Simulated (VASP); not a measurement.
# MgO (Fm-3m) in VASP: a series of runs, part 2 of 2

VASP 6.6.1. The steps go on from the part before.

## 3. Single point, PBE

INCAR reads:

```
ALGO = Normal ; EDIFF = 1E-6
ENCUT = 520 ; GGA = PE
ISIF = 2 ; ISMEAR = 0
LASPH = T ; LCHARG = T
LELF = T ; LREAL = F
LVHAR = T ; LWAVE = F
NBANDS = 11 ; NELM = 60
PREC = Accurate ; SIGMA = 0.02
```

KPOINTS reads:

```
k-points
0
Gamma
  9 9 9
```

POSCAR reads:

```
MgO
1.0
    0.0000000000      2.1320000000      2.1320000000
    2.1320000000      0.0000000000      2.1320000000
    2.1320000000      2.1320000000      0.0000000000
Mg O
1 1
Direct
    0.0000000000      0.0000000000      0.0000000000
    0.5000000000      0.5000000000      0.5000000000
```

Potentials or basis: VASP PAW PBE potentials, release 64 (Mg, O).

On the command line:

```
$ cat potpaw_PBE.64/Mg/POTCAR potpaw_PBE.64/O/POTCAR > POTCAR
$ mpirun -np 1 vasp_std > vasp.out
```

OUTCAR:

```text
EDIFF = 1E-6
   ENCUT = 520
   GGA = PE
   ISIF = 2
   ISMEAR = 0
   LASPH = T
   LREAL = F
   NELM = 60
   PREC = Accurate

 ion  position               nearest neighbor table
   1  0.000  0.000  0.000-   2 2.13   2 2.13   2 2.13   2 2.13   2 2.13   2 2.13
   2  0.500  0.500  0.500-   1 2.13   1 2.13   1 2.13   1 2.13   1 2.13   1 2.13

  LATTYP: Found a face centered cubic cell.
 ALAT       =     4.2640000000

  Lattice vectors:

 A1 = (   0.0000000000,   2.1320000000,   2.1320000000)
 A2 = (   2.1320000000,   0.0000000000,   2.1320000000)
 A3 = (   2.1320000000,   2.1320000000,   0.0000000000)

Analysis of symmetry for initial positions (statically):
=====================================================================
 Subroutine PRICEL returns:
 Original cell was already a primitive cell.

 Routine SETGRP: Setting up the symmetry group for a
 face centered cubic supercell.

 Subroutine GETGRP returns: Found 48 space group operations
 (whereof 48 operations were pure point group operations)
 out of a pool of 48 trial point group operations.

The static configuration has the point symmetry O_h .

Analysis of symmetry for dynamics (positions and initial velocities):
=====================================================================
 Subroutine PRICEL returns:
 Original cell was already a primitive cell.

 Routine SETGRP: Setting up the symmetry group for a
 face centered cubic supercell.

 Subroutine GETGRP returns: Found 48 space group operations
 (whereof 48 operations were pure point group operations)
 out of a pool of 48 trial point group operations.

The dynamic configuration has the point symmetry O_h .

 Subroutine INISYM returns: Found 48 space group operations
 (whereof 48 operations are pure point group operations),
 and found     1 'primitive' translations

----------------------------------------------------------------------------------------

                                     Primitive cell
[... 113 lines left out ...]
  Fermi-wavevector in a.u.,A,eV,Ry     =   1.218917  2.303420 20.214989  1.485760
  Thomas-Fermi vector in A             =   2.354187
   LORBIT       =      0    0 simple, 1 ext, 2 COOP (PROOUT), +10 PAW based schemes
   GGA     = PE    functional components
   LHFCALC =     F    Hartree Fock is set to
   AEXX    =    0.0000 exact exchange contribution
   IVDW    =     0    specifies the selected vdW correction
   LEPSILON=     F    determine dielectric tensor
   LRPA    =     F    only Hartree local field effects (RPA)
 non-spin polarized calculation
 Gauss-broadening in eV      SIGMA  =   0.02
  energy-cutoff  :      520.00
  volume of cell :       19.38
 maximum number of plane-waves:       534
   NGX = 11   NGY = 11   NGZ = 11

 number of electron       8.0000003 magnetization

 Free energy of the ion-electron system (eV)
  ---------------------------------------------------
  ext. energy  EPLUGINS =         0.00000000
  ---------------------------------------------------
  free energy    TOTEN  =       -11.91076185 eV

  energy without entropy =      -11.91076185  energy(sigma->0) =      -11.91076185

 E-fermi :   3.0844     XC(G=0): -10.9058

 val. band max:        2.9165394349   @ k =   0.0000   0.0000   0.0000
 cond. band min:       7.2933548273   @ k =   0.0000   0.0000   0.0000
 fundamental gap:      4.3768153924
 Fermi energy:         3.0844209740

 k-point     1 :       0.0000    0.0000    0.0000
  band No.  band energies     occupation
      1     -14.1626      2.00000
      2       2.9165      2.00000
      3       2.9165      2.00000
      4       2.9165      2.00000
      5       7.2934      0.00000
      6      18.5074      0.00000
      7      18.5074      0.00000
      8      18.5074      0.00000
      9      22.3284      0.00000
     10      24.0604      0.00000
     11      24.0604      0.00000
[... 309 lines left out ...]
 k-point    24 :       0.4444    0.4444    0.0000
  band No.  band energies     occupation
      1     -12.7689      2.00000
      2      -0.9520      2.00000
      3       1.6519      2.00000
      4       1.6519      2.00000
      5      12.0895      0.00000
      6      12.4685      0.00000
      7      15.6441      0.00000
      8      21.2528      0.00000
      9      21.2528      0.00000
     10      27.7446      0.00000
     11      28.9386      0.00000

 [... further k-points ...]
[... 5 lines left out ...]
  --------------------------------------------------------------------------------------
  -------------------------------------------------------------------------------------
  Total       -0.2183163     -0.2183163     -0.2183163      0.0000000      0.0000000     -0.0000000
  in kB      -18.0470025    -18.0470025    -18.0470025      0.0000000      0.0000000     -0.0000000
  external PRESSURE =     -18.0470025 kB  Pullay stress =       0.0000000 kB

 VOLUME and BASIS-vectors are now :
 -----------------------------------------------------------------------------
  energy-cutoff  :      520.00
  volume of cell :       19.38
      direct lattice vectors                 reciprocal lattice vectors
     0.000000000  2.132000000  2.132000000    -0.234521576  0.234521576  0.234521576
     2.132000000  0.000000000  2.132000000     0.234521576 -0.234521576  0.234521576
     2.132000000  2.132000000  0.000000000     0.234521576  0.234521576 -0.234521576

 POSITION                                       TOTAL-FORCE (eV/Angst)
 -----------------------------------------------------------------------------------
      0.00000      0.00000      0.00000        -0.000000     -0.000000      0.000000
      2.13200      2.13200      2.13200         0.000000      0.000000      0.000000
 -----------------------------------------------------------------------------------
    total drift:                               -0.000000     -0.000000      0.000000

  FREE ENERGIE OF THE ION-ELECTRON SYSTEM (eV)
  ---------------------------------------------------
  free  energy   TOTEN  =       -11.9107618541 eV

  energy  without entropy=      -11.9107618541  energy(sigma->0) =      -11.91076185
```

OSZICAR:

```text
N       E                     dE             d eps       ncg     rms          rms(c)
DAV:   1     0.125436132604E+02    0.12544E+02   -0.46135E+03   898   0.637E+02
DAV:   2    -0.129670056001E+02   -0.25511E+02   -0.24892E+02   875   0.135E+02
DAV:   3    -0.134659486079E+02   -0.49894E+00   -0.49872E+00   962   0.164E+01
DAV:   4    -0.134670497164E+02   -0.11011E-02   -0.11011E-02   821   0.877E-01
DAV:   5    -0.134670534887E+02   -0.37724E-05   -0.37724E-05   905   0.504E-02    0.719E+00
DAV:   6    -0.119310233730E+02    0.15360E+01   -0.90706E+00   803   0.163E+01    0.229E+00
DAV:   7    -0.119169308070E+02    0.14093E-01   -0.61718E-02   857   0.217E+00    0.135E+00
DAV:   8    -0.119111703794E+02    0.57604E-02   -0.30190E-02   797   0.193E+00    0.247E-01
DAV:   9    -0.119107768195E+02    0.39356E-03   -0.56753E-04   875   0.168E-01    0.140E-01
DAV:  10    -0.119107599083E+02    0.16911E-04   -0.49120E-04   824   0.166E-01    0.755E-03
DAV:  11    -0.119107619700E+02   -0.20617E-05   -0.32138E-06   905   0.139E-02    0.588E-03
DAV:  12    -0.119107618541E+02    0.11590E-06   -0.65550E-07   448   0.614E-03
   1 F= -.11910762E+02 E0= -.11910762E+02  d E =-.116429E-34
```

stdout:

```text
POSCAR found type information on POSCAR MgO
 POSCAR found :  2 types and       2 ions
 scaLAPACK will be used
 LDA part: xc-table for (Slater+PW92), standard interpolation
 POSCAR, INCAR and KPOINTS ok, starting setup
 FFT: planning ... GRIDC
 FFT: planning ... GRID_SOFT
 FFT: planning ... GRID
 WAVECAR not read
 entering main loop
```

It took 5.1 s on 1 thread of Intel Xeon Platinum 8488C (Sapphire Rapids), shared host; peak memory 0.13 GiB.

Results:

```
Free energy            : -11.9108 eV
Pressure               : -1.8 GPa
Band gap on the k mesh : 4.38 eV, direct
```

Levels at points of the mesh, in eV from the valence-band top:
```csv
k point,band 1,band 2,band 3,band 4,band 5,band 6,band 7,band 8,band 9
"(0.00, 0.00, 0.00)",-17.08,0.00,0.00,0.00,4.38,15.59,15.59,15.59,19.41
```

## 4. Single point, PBE

INCAR reads:

```
ALGO = Normal
EDIFF = 1E-6
ENCUT = 600
GGA = PE
GGA_COMPAT = False
ISIF = 2
ISMEAR = -1
LASPH = True
LCHARG = False
LREAL = False
LWAVE = False
NBANDS = 11
NELM = 120
PREC = Accurate
SIGMA = 0.3
```

KPOINTS is that of step 3.

POSCAR is that of step 3.

On the command line:

```
$ cat potpaw_PBE.64/Mg/POTCAR potpaw_PBE.64/O/POTCAR > POTCAR
$ mpirun -np 1 vasp_std > vasp.out
```

It took 10 s on 1 thread of Intel Xeon Platinum 8259CL at 2.50GHz (Skylake/Cascade Lake), shared host; peak memory 0.14 GiB.

The run converged. Its results:

* Free energy: -11.9139 eV
* Pressure: -2.1 GPa
* Band gap on the k mesh: 4.38 eV, direct

Levels at points of the mesh, in eV from the valence-band top:
| k point | band 1 | band 2 | band 3 | band 4 | band 5 | band 6 | band 7 | band 8 |
| --- | --- | --- | --- | --- | --- | --- | --- | --- |
| (0.00, 0.00, 0.00) | -17.08 | 0.00 | 0.00 | 0.00 | 4.38 | 15.59 | 15.59 | 15.59 |

## 5. Comparison with measurements

Step 2. Against the measured gap of MgO, 7.83 eV (quoted in “Electronic structure of alkaline earth and post-transition metal oxides”, 2009, arxiv:0908.1581), the calculated 4.38 eV is off by -3.45 eV. The value is that of PBE, without temperature or zero-point motion. Semilocal functionals fall short of measured gaps as a rule.

Step 3. Against the measured gap of MgO, 7.83 eV (quoted in “Electronic structure of alkaline earth and post-transition metal oxides”, 2009, arxiv:0908.1581), the calculated 4.38 eV is off by -3.45 eV. The value is that of PBE, without temperature or zero-point motion. Semilocal functionals fall short of measured gaps as a rule.

Step 4. Against the measured gap of MgO, 7.83 eV (quoted in “Electronic structure of alkaline earth and post-transition metal oxides”, 2009, arxiv:0908.1581), the calculated 4.38 eV is off by -3.45 eV. The value is that of PBE, without temperature or zero-point motion. Semilocal functionals fall short of measured gaps as a rule.
